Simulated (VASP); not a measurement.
**W: single point with r2SCAN**

W:

```
W
1.0
     0.00000    2.03550    2.03550
     2.03550    0.00000    2.03550
     2.03550    2.03550    0.00000
W
1
Direct
  0.00000 0.00000 0.00000
```

This isn't the form of W at room conditions, which is bcc.

| Property | Result |
| --- | --- |
| Program | VASP 6.6.1 |
| Task | single point |
| Functional | r2SCAN |
| Potentials or basis | VASP PAW PBE potentials, release 64 (W_sv) |
| Cutoff | 520 eV |
| k mesh | 15 × 15 × 15 |
| Occupations | fermi-dirac, width 0.1 eV |
| Spin | no spin polarisation |

```
Pressure               : -10.1 GPa
Band gap on the k mesh : zero (bands 7 and 8 overlap by 3.20 eV)
```

Levels at points of the mesh, in eV from the Fermi level:
```
           k point  band 3  band 4  band 5  band 6  band 7  band 8  band 9  band 10  band 11  band 12
(0.00, 0.00, 0.00)  -38.66  -38.66   -9.36   -0.58   -0.58   -0.58    2.68     2.68    13.30    18.84
```

Run time: 29 s on 1 thread of Intel(R) Xeon(R) 6975P-C (Granite Rapids), on a shared host, peak memory 0.16 GiB.

Caveat: the cell stands under tension; the PAW data sets were made with another functional, which shifts forces and pressure a little; spin-orbit coupling is left out, which moves the levels of the heavy elements.
